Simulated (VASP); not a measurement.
# ScAl2 (R-3m) in VASP: notebook, part 2 of 4

VASP 6.6.1. Earlier steps stand in the parts before.

### 3 Single point, PBEsol (biaxial strain in the a-b plane: -6.0 %)

INCAR

```
ALGO = Fast
EDIFF = 1E-6
ENCUT = 520
GGA = PS
ISIF = 2
ISMEAR = 0
LASPH = True
LCHARG = True
LELF = True
LREAL = False
LVHAR = True
LWAVE = False
NBANDS = 26
NELM = 100
PREC = Accurate
SIGMA = 0.1
```

KPOINTS

```
k-points
0
Gamma
  8 8 8
```

POSCAR

```
ScAl2
1.0
    0.0000000000      3.5375982752      3.5375982752
    3.5375982752      0.0000000000      3.5375982752
    3.7784560301      3.7784560301     -0.2408577549
Sc Al
2 4
Direct
    0.5016138217      0.5016138217      0.4951585349
    0.7483861783      0.7483861783      0.7548414651
    0.1250000000      0.1250000000      0.1250000000
    0.6250000000      0.1250000000      0.1250000000
    0.1250000000      0.6250000000      0.1250000000
    0.1250000000      0.1250000000      0.6250000000
```

Potentials or basis: VASP PAW PBE potentials, release 64 (Sc_sv, Al).

Command:

```sh
$ cat potpaw_PBE.64/Sc_sv/POTCAR potpaw_PBE.64/Al/POTCAR > POTCAR
$ mpirun -np 1 vasp_std > vasp.out
```

OUTCAR:

```text
EDIFF = 1E-6
   ENCUT = 520
   GGA = PS
   ISIF = 2
   ISMEAR = 0
   LASPH = True
   LREAL = False
   NELM = 100
   PREC = Accurate

 ion  position               nearest neighbor table
   1  0.502  0.502  0.495-   6 2.95   6 2.95   6 2.95   5 3.01   4 3.01   3 3.01   3 3.01   5 3.01
                             4 3.01   2 3.12   2 3.12   2 3.12   3 3.18   4 3.18   5 3.18   2 3.33
   2  0.748  0.748  0.755-   6 2.95   6 2.95   6 2.95   5 3.01   4 3.01   3 3.01   3 3.01   5 3.01
[... 916 lines left out ...]
  -------------------------------------------------------------------------------------
  Total        6.9201630      6.9201630      6.9201630     -3.2726660      3.2726660      3.2726660
  in kB      113.6159935    113.6159935    113.6159935    -53.7309881     53.7309881     53.7309881
  external PRESSURE =     113.6159935 kB  Pullay stress =       0.0000000 kB

 VOLUME and BASIS-vectors are now :
 -----------------------------------------------------------------------------
  energy-cutoff  :      520.00
  volume of cell :       97.59
      direct lattice vectors                 reciprocal lattice vectors
     0.000000000  3.537598275  3.537598275    -0.136973152  0.145704508  0.136973152
     3.537598275  0.000000000  3.537598275     0.145704508 -0.136973152  0.136973152
     3.778456030  3.778456030 -0.240857755     0.128241795  0.128241795 -0.128241795

 POSITION                                       TOTAL-FORCE (eV/Angst)
 -----------------------------------------------------------------------------------
      3.64544      3.64544      3.42975        -0.049308     -0.049308      0.049308
      5.49962      5.49962      5.11317         0.049308      0.049308     -0.049308
      0.91451      0.91451      0.85429         0.000000      0.000000     -0.000000
      0.91451      2.68331      2.62309         0.000000      0.000000     -0.000000
      2.68331      0.91451      2.62309         0.000000     -0.000000     -0.000000
      2.80373      2.80373      0.73386         0.000000     -0.000000     -0.000000
 -----------------------------------------------------------------------------------
    total drift:                                0.000000      0.000000     -0.000000

  FREE ENERGIE OF THE ION-ELECTRON SYSTEM (eV)
  ---------------------------------------------------
  free  energy   TOTEN  =       -31.9245609445 eV

  energy  without entropy=      -31.9101409522  energy(sigma->0) =      -31.91735095
```

OSZICAR:

```text
N       E                     dE             d eps       ncg     rms          rms(c)
DAV:   1     0.394779651979E+03    0.39478E+03   -0.14629E+04  3420   0.124E+03
DAV:   2    -0.217099205783E+01   -0.39695E+03   -0.38755E+03  4268   0.469E+02
DAV:   3    -0.342342914152E+02   -0.32063E+02   -0.30683E+02  5490   0.141E+02
[... 12 lines left out ...]
RMM:  16    -0.319245484086E+02   -0.10708E-04   -0.17628E-05  4528   0.336E-02    0.143E-01
RMM:  17    -0.319245587611E+02   -0.10353E-04   -0.52902E-06  3856   0.233E-02    0.151E-01
RMM:  18    -0.319245635138E+02   -0.47526E-05   -0.26036E-06  3535   0.161E-02    0.156E-01
RMM:  19    -0.319245610893E+02    0.24245E-05   -0.61004E-07  3237   0.117E-02    0.154E-01
RMM:  20    -0.319245609445E+02    0.14479E-06   -0.30952E-07  3184   0.739E-03
   1 F= -.31924561E+02 E0= -.31917351E+02  d E =-.144200E-01
```

stdout:

```text
POSCAR found type information on POSCAR ScAl
 POSCAR found :  2 types and       6 ions
 scaLAPACK will be used
 -----------------------------------------------------------------------------
|                                                                             |
|                                                                             |
|     You enforced a specific xc type in the INCAR file but a different       |
|     I HOPE YOU KNOW WHAT YOU ARE DOING!                                     |
|                                                                             |
 -----------------------------------------------------------------------------

 LDA part: xc-table for (Slater+PW92), standard interpolation
 POSCAR, INCAR and KPOINTS ok, starting setup
 FFT: planning ... GRIDC
 FFT: planning ... GRID_SOFT
 FFT: planning ... GRID
 WAVECAR not read
 entering main loop
```

Wall time 4.1 min (1 thread of Intel Xeon Platinum 8259CL at 2.50GHz (Skylake/Cascade Lake), shared host); peak memory 0.33 GiB.

What came out:

```yaml
Free_energy: -31.9246 eV
Pressure: 11.4 GPa
Largest_force: 0.085 eV/Å
Band_gap_on_the_k_mesh: zero (band 17 reaches 7.74 eV, above the bottom of band 18 at 5.43 eV)
```

Forces in eV/Å, atoms in the order of the input:
```
Sc  -0.049 -0.049  0.049
Sc   0.049  0.049 -0.049
Al   0.000  0.000  0.000
Al   0.000  0.000  0.000
Al   0.000  0.000  0.000
Al   0.000  0.000  0.000
```

Stress tensor (GPa, compression positive):
```
11.36 -5.37  5.37
-5.37 11.36  5.37
 5.37  5.37 11.36
```

Caveat: the cell differs from its parent crystal (biaxial strain in the a-b plane: -6.0 %); the PAW data sets were made with another functional, which shifts forces and pressure a little.

### 4 Single point, PBEsol (biaxial strain in the a-b plane: -6.0 %, then relaxed in part)

INCAR, as its differences from that of step 3:

```diff
@@ -7,6 +7,4 @@
 LASPH = True
-LCHARG = True
-LELF = True
+LCHARG = False
 LREAL = False
-LVHAR = True
 LWAVE = False
```

KPOINTS is that of step 3.

POSCAR

```
ScAl2
1.0
    0.0000000000      3.5375982752      3.5375982752
    3.5375982752      0.0000000000      3.5375982752
    3.7850129731      3.7850129731     -0.2474146979
Sc Al
2 4
Direct
    0.5028938341      0.5028938341      0.4913184977
    0.7471061659      0.7471061659      0.7586815023
    0.1250000000      0.1250000000      0.1250000000
    0.6250000000      0.1250000000      0.1250000000
    0.1250000000      0.6250000000      0.1250000000
    0.1250000000      0.1250000000      0.6250000000
```

Potentials or basis: VASP PAW PBE potentials, release 64 (Sc_sv, Al).

Command:

```sh
$ cat potpaw_PBE.64/Sc_sv/POTCAR potpaw_PBE.64/Al/POTCAR > POTCAR
$ mpirun -np 1 vasp_std > vasp.out
```

OUTCAR:

```text
EDIFF = 1E-6
   ENCUT = 520
   GGA = PS
   ISIF = 2
   ISMEAR = 0
   LASPH = True
   LREAL = False
   NELM = 100
   PREC = Accurate

 ion  position               nearest neighbor table
   1  0.503  0.503  0.491-   6 2.95   6 2.95   6 2.95   5 3.00   4 3.00   3 3.00   4 3.00   5 3.00
                             3 3.00   2 3.13   2 3.13   2 3.13   4 3.20   5 3.20   3 3.20   2 3.31
   2  0.747  0.747  0.759-   6 2.95   6 2.95   6 2.95   5 3.00   4 3.00   4 3.00   3 3.00   3 3.00
                             5 3.00   1 3.13   1 3.13   1 3.13   4 3.20   5 3.20   3 3.20   1 3.31
   3  0.125  0.125  0.125-   4 2.50   5 2.50   5 2.50   4 2.50   6 2.68   6 2.68   1 3.00   2 3.00
                             1 3.00   2 3.00   1 3.20   2 3.20
   4  0.625  0.125  0.125-   3 2.50   5 2.50   3 2.50   5 2.50   6 2.68   6 2.68   2 3.00   1 3.00
                             2 3.00   1 3.00   2 3.20   1 3.20
   5  0.125  0.625  0.125-   3 2.50   3 2.50   4 2.50   4 2.50   6 2.68   6 2.68   1 3.00   2 3.00
                             2 3.00   1 3.00   2 3.20   1 3.20
   6  0.125  0.125  0.625-   3 2.68   3 2.68   4 2.68   5 2.68   5 2.68   4 2.68   1 2.95   2 2.95
                             1 2.95   2 2.95   1 2.95   2 2.95

  LATTYP: Found a trigonal (rhomboedric) cell.
 ALAT       =     5.3585315569
 COS(alpha) =     0.5641616501

  Lattice vectors:

 A1 = (   3.7850129731,   0.2474146979,  -3.7850129731)
 A2 = (   0.2474146979,   3.7850129731,  -3.7850129731)
 A3 = (   3.7850129731,   3.7850129731,  -0.2474146979)

Analysis of symmetry for initial positions (statically):
=====================================================================
 Subroutine PRICEL returns:
 Original cell was already a primitive cell.

 Routine SETGRP: Setting up the symmetry group for a
 trigonal (rhombohedral) supercell.

 Subroutine GETGRP returns: Found 12 space group operations
 (whereof  6 operations were pure point group operations)
 out of a pool of 12 trial point group operations.

The static configuration has the point symmetry C_3v.
 The point group associated with its full space group is D_3d.

Analysis of symmetry for dynamics (positions and initial velocities):
=====================================================================
 Subroutine PRICEL returns:
 Original cell was already a primitive cell.

 Routine SETGRP: Setting up the symmetry group for a
 trigonal (rhombohedral) supercell.

 Subroutine GETGRP returns: Found 12 space group operations
 (whereof  6 operations were pure point group operations)
 out of a pool of 12 trial point group operations.

The dynamic configuration has the point symmetry C_3v.
 The point group associated with its full space group is D_3d.

 Subroutine INISYM returns: Found 12 space group operations
 (whereof  6 operations are pure point group operations),
 and found     1 'primitive' translations

----------------------------------------------------------------------------------------

                                     Primitive cell

  volume of cell :      97.8322

  direct lattice vectors                    reciprocal lattice vectors
     0.000000000  3.537598275  3.537598275    -0.136865588  0.145812072  0.136865588
     3.537598275  0.000000000  3.537598275     0.145812072 -0.136865588  0.136865588
     3.785012973  3.785012973 -0.247414698     0.127919104  0.127919104 -0.127919104

  length of vectors
[... 46 lines left out ...]
            Coordinates               Weight
  0.000000  0.000000  0.000000      1.000000
  0.125000  0.000000 -0.000000      6.000000
  0.250000  0.000000 -0.000000      6.000000
  0.375000  0.000000  0.000000      6.000000
  0.500000  0.000000 -0.000000      3.000000
  0.125000  0.125000  0.000000      6.000000
[... 16 lines left out ...]
  0.250000  0.000000  0.125000      6.000000
  0.375000  0.000000  0.125000      6.000000
 [... further k-points ...]
   k-points           NKPTS =     65   k-points in BZ     NKDIM =     65   number of bands    NBANDS=     26
   number of dos      NEDOS =    301   number of ions     NIONS =      6
   total plane-waves  NPLWV =  64000
   dimension x,y,z NGX =    40 NGY =   40 NGZ =   40
   dimension x,y,z NGXF=    80 NGYF=   80 NGZF=   80
   ions per type =               2   4
   NGX,Y,Z   is equivalent  to a cutoff of  13.29, 13.29, 12.41 a.u.
   NGXF,Y,Z  is equivalent  to a cutoff of  26.58, 26.58, 24.82 a.u.
 SYSTEM =  unknown system
   PREC   = accura    normal or accurate (medium, high low for compatibility)
   ISTART =      0    job   : 0-new  1-cont  2-samecut
   ICHARG =      2    charge: 1-file 2-atom 10-const
   ISPIN  =      1    spin polarized calculation?
   LNONCOLLINEAR =      F non collinear calculations
   LSORBIT =      F    spin-orbit coupling
   LASPH  =      T    aspherical Exc in radial PAW
   ENCUT  =  520.0 eV  38.22 Ry    6.18 a.u.   9.30  9.30  9.96*2*pi/ulx,y,z
   NELM   =    100;   NELMIN=  2; NELMDL= -5     # of ELM steps
   EDIFF  = 0.1E-05   stopping-criterion for ELM
   LREAL  =      F    real-space projection
   EDIFFG = 0.1E-04   stopping-criterion for IOM
   NSW    =      0    number of steps for IOM
   IBRION =     -1    ionic relax: 0-MD 1-quasi-New 2-CG
   NFREE  =      0    steps in history (QN), initial steepest desc. (CG)
   ISIF   =      2    stress and relaxation
   ISYM   =      2    0-nonsym 1-usesym 2-fastsym
   POTIM  = 0.5000    time-step for ionic-motion
   TEBEG  =    0.0;   TEEND  =   0.0 temperature during run
   PSTRESS=    0.0 pullay stress
   NELECT =      34.0000    total number of electrons
   NUPDOWN=      -1.0000    fix difference up-down
   EMIN   =  10.00;   EMAX   =-10.00  energy-range for DOS
   EFERMI =   0.00;   METHOD = LEGACY
   ISMEAR =     0;   SIGMA  =   0.10  broadening in eV -4-tet -1-fermi 0-gaus
   EFERMI_NEDOS =   21; number of points for ismear=-14 and -15
   IALGO  =     68    algorithm
   IMIX   =      4    mixing-type and parameters
     AMIX     =   0.40;   BMIX     =  1.00
     AMIX_MAG =   1.60;   BMIX_MAG =  1.00
  volume/ion in A,a.u.               =      16.31       110.03
  Fermi-wavevector in a.u.,A,eV,Ry     =   1.150996  2.175068 18.024896  1.324792
  Thomas-Fermi vector in A             =   2.287657
   LORBIT       =      0    0 simple, 1 ext, 2 COOP (PROOUT), +10 PAW based schemes
   GGA     = PS    functional components
   LHFCALC =     F    Hartree Fock is set to
   AEXX    =    0.0000 exact exchange contribution
   IVDW    =     0    specifies the selected vdW correction
   LEPSILON=     F    determine dielectric tensor
   LRPA    =     F    only Hartree local field effects (RPA)
 non-spin polarized calculation
 RMM-DIIS sequential band-by-band and
 Gauss-broadening in eV      SIGMA  =   0.10
  energy-cutoff  :      520.00
  volume of cell :       97.83
 maximum number of plane-waves:      2654
 NGX is ok and might be reduce to    40
   NGX = 19   NGY = 19   NGZ = 19

 number of electron      34.0000001 magnetization

 Free energy of the ion-electron system (eV)
  ---------------------------------------------------
  ext. energy  EPLUGINS =         0.00000000
  ---------------------------------------------------
  free energy    TOTEN  =       -31.92633599 eV

  energy without entropy =      -31.91237360  energy(sigma->0) =      -31.91935479

 E-fermi :   7.2744     XC(G=0): -10.7932

 val. band max:        7.2604436666   @ k =  -0.3750   0.0000   0.1250
 cond. band min:       7.2980381076   @ k =  -0.3750   0.0000   0.2500
 fundamental gap:      0.0375944410
 Fermi energy:         7.2743848419

 k-point     1 :       0.0000    0.0000    0.0000
  band No.  band energies     occupation
      1     -41.5349      2.00000
      2     -41.4729      2.00000
      3     -20.3657      2.00000
      4     -20.3657      2.00000
      5     -20.3347      2.00000
      6     -20.2099      2.00000
[... 685 lines left out ...]
     25      10.9100      0.00000
     26      10.9184      0.00000

 [... further k-points ...]
[... 5 lines left out ...]
  --------------------------------------------------------------------------------------
  -------------------------------------------------------------------------------------
  Total        6.5881083      6.5881083      6.5881083     -3.2635938      3.2635938      3.2635938
  in kB      107.8921114    107.8921114    107.8921114    -53.4472132     53.4472132     53.4472132
  external PRESSURE =     107.8921114 kB  Pullay stress =       0.0000000 kB

 VOLUME and BASIS-vectors are now :
 -----------------------------------------------------------------------------
  energy-cutoff  :      520.00
  volume of cell :       97.83
      direct lattice vectors                 reciprocal lattice vectors
     0.000000000  3.537598275  3.537598275    -0.136865588  0.145812072  0.136865588
     3.537598275  0.000000000  3.537598275     0.145812072 -0.136865588  0.136865588
     3.785012973  3.785012973 -0.247414698     0.127919104  0.127919104 -0.127919104

 POSITION                                       TOTAL-FORCE (eV/Angst)
 -----------------------------------------------------------------------------------
      3.63868      3.63868      3.43651         0.003293      0.003293     -0.003293
      5.51458      5.51458      5.09821        -0.003293     -0.003293      0.003293
      0.91533      0.91533      0.85347        -0.000000     -0.000000      0.000000
      0.91533      2.68413      2.62227        -0.000000     -0.000000      0.000000
      2.68413      0.91533      2.62227        -0.000000     -0.000000      0.000000
      2.80783      2.80783      0.72977        -0.000000     -0.000000      0.000000
 -----------------------------------------------------------------------------------
    total drift:                               -0.000000      0.000000      0.000000

  FREE ENERGIE OF THE ION-ELECTRON SYSTEM (eV)
  ---------------------------------------------------
  free  energy   TOTEN  =       -31.9263359886 eV

  energy  without entropy=      -31.9123735985  energy(sigma->0) =      -31.91935479
```

OSZICAR:

```text
N       E                     dE             d eps       ncg     rms          rms(c)
DAV:   1     0.389382717296E+03    0.38938E+03   -0.14676E+04  3412   0.124E+03
DAV:   2    -0.431558198585E+01   -0.39370E+03   -0.38367E+03  4292   0.467E+02
DAV:   3    -0.343196196779E+02   -0.30004E+02   -0.28705E+02  5462   0.140E+02
DAV:   4    -0.352923044315E+02   -0.97268E+00   -0.95475E+00  5664   0.220E+01
DAV:   5    -0.353072894471E+02   -0.14985E-01   -0.14968E-01  5504   0.325E+00    0.116E+01
RMM:   6    -0.318713360243E+02    0.34360E+01   -0.11316E+01  4175   0.245E+01    0.346E+00
RMM:   7    -0.319799494715E+02   -0.10861E+00   -0.24029E+00  4729   0.804E+00    0.197E+00
RMM:   8    -0.319313961154E+02    0.48553E-01   -0.21806E-01  4601   0.393E+00    0.134E+00
RMM:   9    -0.319261184190E+02    0.52777E-02   -0.14860E-01  4754   0.252E+00    0.370E-01
RMM:  10    -0.319267159784E+02   -0.59756E-03   -0.26044E-02  5153   0.990E-01    0.252E-01
RMM:  11    -0.319262297950E+02    0.48618E-03   -0.53499E-03  4674   0.711E-01    0.185E-01
RMM:  12    -0.319264497929E+02   -0.22000E-03   -0.28152E-03  5010   0.406E-01    0.144E-01
RMM:  13    -0.319264667134E+02   -0.16921E-04   -0.64943E-04  5454   0.130E-01    0.146E-01
RMM:  14    -0.319263692230E+02    0.97490E-04   -0.17259E-04  4883   0.119E-01    0.708E-02
RMM:  15    -0.319263325636E+02    0.36659E-04   -0.24316E-04  4962   0.114E-01    0.135E-02
RMM:  16    -0.319263360594E+02   -0.34957E-05   -0.46422E-05  4773   0.376E-02    0.835E-03
RMM:  17    -0.319263359886E+02    0.70813E-07   -0.65683E-06  3985   0.225E-02
   1 F= -.31926336E+02 E0= -.31919355E+02  d E =-.139624E-01
```

stdout:

```text
POSCAR found type information on POSCAR ScAl
 POSCAR found :  2 types and       6 ions
 scaLAPACK will be used
 -----------------------------------------------------------------------------
|                                                                             |
|                                                                             |
|     You enforced a specific xc type in the INCAR file but a different       |
|     I HOPE YOU KNOW WHAT YOU ARE DOING!                                     |
|                                                                             |
 -----------------------------------------------------------------------------

 LDA part: xc-table for (Slater+PW92), standard interpolation
 POSCAR, INCAR and KPOINTS ok, starting setup
 FFT: planning ... GRIDC
 FFT: planning ... GRID_SOFT
 FFT: planning ... GRID
 WAVECAR not read
 entering main loop
```

Wall time 4.5 min (1 thread of Intel Xeon Platinum 8259CL at 2.50GHz (Skylake/Cascade Lake), shared host); peak memory 0.32 GiB.

What came out:

* Free energy: -31.9263 eV
* Pressure: 10.8 GPa
* Largest force: 0.006 eV/Å
* Band gap on the k mesh: zero (band 17 reaches 7.72 eV, above the bottom of band 18 at 5.41 eV)

Forces on the atoms (eV/Å):
```
Sc   0.003  0.003 -0.003
Sc  -0.003 -0.003  0.003
Al   0.000  0.000  0.000
Al   0.000  0.000  0.000
Al   0.000  0.000  0.000
Al   0.000  0.000  0.000
```

Stress tensor (GPa, compression positive):
```
10.79 -5.34  5.34
-5.34 10.79  5.34
 5.34  5.34 10.79
```

Levels at points of the mesh, in eV from the Fermi level:
```
           k point  band 15  band 16  band 17  band 18  band 19  band 20
(0.00, 0.00, 0.00)    -2.18    -2.18    -1.86    -1.86     0.48     2.27
(0.50, 0.00, 0.00)    -1.63    -0.40    -0.38     0.08     1.21     1.90
(0.50, 0.50, 0.00)     0.05     0.33     0.35     0.74     0.79     0.89
(0.00, 0.00, 0.50)    -1.84    -0.42    -0.19    -0.19     1.87     1.87
```

Caveat: the cell differs from its parent crystal (biaxial strain in the a-b plane: -6.0 %, then relaxed in part); the PAW data sets were made with another functional, which shifts forces and pressure a little.

(Continued in part 3 of 4.)
